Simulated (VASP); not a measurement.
A run of VASP 6.6.1:

INCAR

```
SYSTEM = Sn3GeO4
ALGO = Normal
EDIFF = 1E-6
ENCUT = 520
GGA = PE
ISIF = 2
ISMEAR = 0
LASPH = .True.
LCHARG = .False.
LREAL = .False.
LWAVE = .False.
NBANDS = 50
NELM = 60
PREC = Accurate
SIGMA = 0.1
```

The input KPOINTS:

```
k-points
0
Gamma
  4 4 4
  0 0 0
```

POSCAR

```
Sn3GeO4
1.0
    3.9409969000     -3.7255129000      0.0000000000
    3.9409969000      3.7255129000      0.0000000000
   -0.0885749000      0.0000000000      5.1262995000
Sn Ge O
3 1 4
Direct
    0.9983370000      0.4963640000      0.7735990000
    0.4963640000      0.9983370000      0.7735990000
    0.4972200000      0.4972200000      0.2405190000
    0.9665290000      0.9665290000      0.2130440000
    0.2991570000      0.2991570000      0.9605350000
    0.7368630000      0.7368630000      0.0390200000
    0.2171900000      0.7914120000      0.0014990000
    0.7914120000      0.2171900000      0.0014990000
```

Potentials or basis: VASP PAW PBE potentials, release 64 (Sn_d, Ge_d, O).

Launch:

```sh
$ cat potpaw_PBE.64/Sn_d/POTCAR potpaw_PBE.64/Ge_d/POTCAR potpaw_PBE.64/O/POTCAR > POTCAR
$ mpirun -np 1 vasp_std > vasp.out
```

Hardware: 1 thread of Intel Xeon 8259CL, with other jobs on the host.

Question: Estimate the wall time of this run.

Answer: Run time: 4.5 min on 1 thread of Intel Xeon 8259CL, with other jobs on the host, peak memory 0.32 GiB. Counts: scf iterations 15, k points 24.
